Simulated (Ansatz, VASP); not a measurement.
CdS in VASP and in Ansatz

INCAR

```
SYSTEM = CdS
PREC = Accurate
ENCUT = 540
EDIFF = 1E-6
ISMEAR = 0
SIGMA = 0.02
LREAL = .FALSE.
LASPH = .TRUE.
NELM = 120
ALGO = Normal
ISIF = 2
LWAVE = .FALSE.
LCHARG = .TRUE.
GGA = CA
LELF = .TRUE.
LVHAR = .TRUE.
NBANDS = 20
GGA_COMPAT = .FALSE.
```

File KPOINTS:

```
Automatic mesh
0
G
  6 6 4
  0 0 0
```

File POSCAR:

```
CdS
1.0
    4.3463934000      0.0000000000      0.0000000000
   -2.1731967000      3.7640866200      0.0000000000
    0.0000000000      0.0000000000      5.8041730000
Cd S
1 1
Direct
    0.0000000000      0.0000000000      0.4426920000
    0.6666666667      0.3333333333      0.4343080000
```

Input for Ansatz:

```yaml
crystal:
  lattice:
    - [4.3463934, 0.0, 0.0]
    - [-2.1731967, 3.76408662, 0.0]
    - [0.0, 0.0, 5.804173]
  atoms:
    - { symbol: Cd, position: [0.0, 0.0, 0.442692] }
    - { symbol: S, position: [0.6666666666666666, 0.3333333333333333, 0.434308] }
basis:
  ecutwfc: 476.19925930478996
kpoints:
  mp_grid:
    grid: [6, 6, 4]
hamiltonian:
  xc: lda
scf:
  occupations:
    method: gaussian
    width: 0.02
output:
  stress: true
```

Alike in both runs: task single point; functional LDA; k mesh 6 × 6 × 4; occupations gaussian, width 0.02 eV; no spin polarisation.

|  | VASP | Ansatz |
| --- | --- | --- |
| version | VASP 6.6.1 | Ansatz 0.2.0 |
| potentials or method | VASP PAW LDA potentials, release 64 (Cd_sv_GW, S), cutoff 540 eV | plane waves, PAW |
| valence electrons in the cell | 26 | 26 |

|  | VASP | Ansatz | Ansatz less VASP |
| --- | --- | --- | --- |
| pressure (GPa) | -4.2 | -3.7 | +0.50 |
| traceless stress, the component that is largest in VASP (GPa) | 3.60 | 3.64 | +0.049 |

LDA's correlation is that of Perdew and Zunger in VASP and of Perdew and Wang (1992) in Ansatz. Ansatz's warnings: structure snapped to symmetry.
